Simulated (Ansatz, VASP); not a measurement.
One calculation of ZnS, two programs

```xyz
4
Lattice="2.0238 -5.1349 0.0000 2.0238 5.1349 0.0000 0.0000 0.0000 3.9197" Properties=species:S:1:pos:R:3 pbc="T T T"
Zn    2.0238   -3.7177    2.9398
Zn    2.0238    3.7177    0.9799
S     2.0238   -0.8524    2.9398
S     2.0238    0.8524    0.9799
```

Alike in both runs: task relaxation of cell and atoms; functional PBE; k mesh 4 × 4 × 4; occupations gaussian, width 0.1 eV; no spin polarisation.

```csv
,VASP,Ansatz
version,VASP 6.6.1,Ansatz 0.2.0
potentials or method,"VASP PAW PBE potentials, release 64 (Zn, S), cutoff 600 eV","scalar-relativistic, plane waves, PAW"
valence electrons in the cell,36,36
```

```tsv
	VASP	Ansatz	Ansatz less VASP
gap on the k mesh at the Fermi level, each at its own relaxed structure (eV)	0.66	0.68	+0.018
relaxed volume (Å³/atom)	20.69	21.31	+0.620
relaxed cell length with the largest relative difference (Å)	6.898	7.103	+0.2048
```
